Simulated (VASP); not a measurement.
O: single point with LDA

O:

```
O
1.0
     0.00000    2.18523    2.18523
     2.18523    0.00000    2.18523
     2.18523    2.18523    0.00000
O
2
Direct
  0.25000 0.25000 0.25000
  0.00000 0.00000 0.00000
```

```
Program                : VASP 6.6.1
Task                   : single point
Functional             : LDA
Potentials or basis    : VASP PAW LDA potentials, release 64 (O)
Cutoff                 : 520 eV
k mesh                 : 8 × 8 × 8
Occupations            : fermi-dirac, width 0.05 eV
Spin                   : no spin polarisation
Dipole correction      : no
Further INCAR settings : ALGO = Normal; EDIFF = 1e-06; NBANDS = 13
```

```
Pressure               : -7.3 GPa
Band gap on the k mesh : zero (band 6 reaches 0.79 eV, above the bottom of band 7 at -0.32 eV)
```

Levels at points of the mesh, in eV from the Fermi level:
```csv
k point,band 4,band 5,band 6,band 7,band 8,band 9
"(0.00, 0.00, 0.00)",-3.89,-3.89,-0.70,-0.70,-0.70,9.41
"(0.50, 0.00, 0.00)",-4.85,-4.85,0.40,0.40,1.19,12.88
"(0.50, 0.50, 0.00)",-5.98,-2.24,-2.24,1.74,1.74,12.90
```

Run time: 3.1 s on 1 thread of Intel(R) Xeon(R) 6975P-C (Granite Rapids), on a shared host, peak memory 0.11 GiB.
